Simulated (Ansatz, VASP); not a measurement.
## Two plane-wave programs on BaTiO3

```
Ba Ti O
1.0
     2.82767    1.63255    2.31773
    -2.82767    1.63255    2.31773
     0.00000   -3.26511    2.31773
Ba Ti O
1 1 3
Direct
  0.99805 0.99805 0.99805
  0.48636 0.48636 0.48636
  0.51010 0.51010 0.01669
  0.01669 0.51010 0.51010
  0.51010 0.01669 0.51010
```

Alike in both runs: functional PBE; k mesh 8 × 8 × 8; occupations fermi-dirac, width 0.02 eV; no spin polarisation.

Ansatz relaxed the structure, and its values are those at the end. VASP's run is a single point on that final structure, the one shown.

|  | VASP | Ansatz |
| --- | --- | --- |
| version | VASP 6.6.1 | Ansatz 0.2.0 |
| potentials or method | VASP PAW PBE potentials, release 64 (Ba_sv, Ti_sv, O_h) | plane-wave PAW, scalar-relativistic |
| plane-wave cutoff (eV) | 910 | 420 |
| valence electrons in the cell | 40 | 40 |

```tsv
	VASP	Ansatz	Ansatz less VASP
gap on the k mesh at the Fermi level (eV)	2.31	2.36	+0.050
rms of the force components (eV/Å)	0.016	0.003	-0.0130
```

Ansatz's warnings: stress scf threshold loose.

Neither program's run includes spin-orbit coupling. Noted on VASP's run: the cutoff is short for stress, so the pressure is rough.
